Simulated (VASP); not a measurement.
Zr, 2 atoms in the cell. Symmetry: P6_3/mmc, No. 194, hexagonal system. Conventional cell: a = 3.232 Å, b = 3.232 Å, c = 5.147 Å, α = 90.00°, β = 90.00°, γ = 120.00°. Zr (site symmetry -6m2) has 12 Zr at 3.18 to 3.23 Å within 4.2 Å. 

- Program: VASP 6.6.1
- Task: relaxation of cell and atoms
- Functional: PBE
- Potentials or basis: VASP PAW PBE potentials, release 64 (Zr_sv)
- Cutoff: 600 eV
- k mesh: 15 × 15 × 8
- Occupations: gaussian, width 0.1 eV
- Spin: no spin polarisation
- Dipole correction: no
- Further INCAR settings: ALGO = Fast; EDIFF = 1e-06; IBRION = 2; EDIFFG = -0.005; NSW = 100; ISIF = 3

Potentials or basis: VASP PAW PBE potentials, release 64 (Zr_sv).

The run is started by

```console
$ cat potpaw_PBE.64/Zr_sv/POTCAR > POTCAR
$ mpirun -np 1 vasp_std > vasp.out
```

Hardware: 1 thread of Intel Xeon 8259CL (shared host).

Q: How long does it take, and how much memory?

A: Wall time 14 min on 1 thread of Intel Xeon 8259CL (shared host), peak memory 0.26 GiB. Counts: scf iterations 50, k points 135, ion steps 4.
